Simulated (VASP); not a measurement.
SbAsF2:

```
Sb As F
1.0
     4.11451    0.00000    0.00000
     0.00000    4.11451    0.00000
     0.00000    0.00000    5.79701
Sb As F
1 1 2
Direct
  0.00000 0.00000 0.00000
  0.50000 0.50000 0.50000
  0.00000 0.50000 0.23337
  0.50000 0.00000 0.76663
```

The cell was built from a structure type or drawn by symmetry, and may not be a known phase.

* Program: VASP 6.6.1
* Task: relaxation of cell and atoms
* Functional: PBE
* Potentials or basis: VASP PAW PBE potentials, release 64 (Sb, As, F)
* Cutoff: 600 eV
* k mesh: 4 × 4 × 4
* Occupations: gaussian, width 0.1 eV
* Spin: no spin polarisation

At the start: pressure -4.8 GPa; volume 24.53 Å³/atom.

Problem. Where does the relaxation end?

Solution. Over 21 steps the energy falls by 292.5 meV/atom and the volume is 18.11 Å³/atom (-26.2 %); space group P-4m2 (No. 115, to 0.1 Å) before, P4/mmm (No. 123, to 0.1 Å).

The path:
```
step  energy change (eV)  largest force (eV/Å)  pressure (GPa)  volume (Å³)
   1              0.0000                0.4687           -4.84        98.14
   2             -0.2214                0.4413           -0.90        87.99
   3             -0.2312                0.4270            0.38        85.78
   4             -0.2656                0.4921            0.47        85.70
   5             -0.3830                0.5566            0.71        85.39
   6             -0.5899                0.4852            1.06        84.39
   7             -0.7999                0.2575            0.81        80.78
   8             -0.9024                0.0044            2.18        66.38
   9             -0.9124                0.2701           -0.07        77.42
  10             -1.1340                0.1173           -0.16        72.53
  11             -1.1364                0.0903            0.05        70.97
  12             -1.1404                0.0994           -0.05        71.54
  13             -1.1479                0.0991            1.37        70.92
  14             -1.1487                0.0999            1.02        71.07
  15             -1.1521                0.0965            0.77        71.43
  16             -1.1585                0.0796            0.10        72.50
  17             -1.1544                0.0391           -1.07        74.66
  18             -1.1598                0.0685           -0.26        73.13
  19             -1.1613                0.0636           -0.23        73.06
  20             -1.1652                0.0478           -0.13        72.85
  21             -1.1699                0.0155            0.06        72.43
```

Final structure:
```xyz
4
Lattice="4.6463 0.0000 0.0000 0.0000 4.6463 0.0000 0.0000 0.0000 3.3550" Properties=species:S:1:pos:R:3 pbc="T T T"
Sb    0.0000    0.0000    0.0000
As    2.3231    2.3231    1.6775
F     0.0000    2.3231    0.0253
F     2.3231    0.0000    3.3297
```

Caveat: the k points lie up to 0.47 Å⁻¹ apart in the final cell, too coarse for converged energies and pressures of a metal; the volume moved by over 15 % at a fixed basis, so the end points are rough.
